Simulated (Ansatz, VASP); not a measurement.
One calculation of P, two programs

```
P
1.0
     3.40221    0.00000    0.00000
     0.00000   35.90885    0.00000
     0.00000    0.00000    4.77402
P
4
Direct
  0.00000 0.97109 0.59494
  0.00000 0.02891 0.40506
  0.50000 0.02891 0.09494
  0.50000 0.97109 0.90506
```

Change from the starting cell: equal strain along all axes, cell held, atoms relaxed: +3.0 %.

Alike in both runs: functional PBE; k mesh 8 × 1 × 6; occupations gaussian, width 0.02 eV; no spin polarisation.

Ansatz relaxed the structure, and its values are those at the end. VASP's run is a single point on that final structure, the one shown.

|  | VASP | Ansatz |
| --- | --- | --- |
| version | VASP 6.6.1 | Ansatz 0.2.0 |
| potentials or method | VASP PAW PBE potentials, release 64 (P), cutoff 520 eV | scalar-relativistic, plane waves, PAW |
| valence electrons in the cell | 20 | 20 |

Ansatz gave:

- gap on the k mesh at the Fermi level (eV): 1.18
- least direct gap on the mesh (eV): 1.18
- rms of the force components (eV/Å): 0.001

Question: Which values does VASP return?

Answer: gap on the k mesh at the Fermi level (eV): 1.20; least direct gap on the mesh (eV): 1.20; rms of the force components (eV/Å): 0.024.

Ansatz's warnings: stress scf threshold loose.
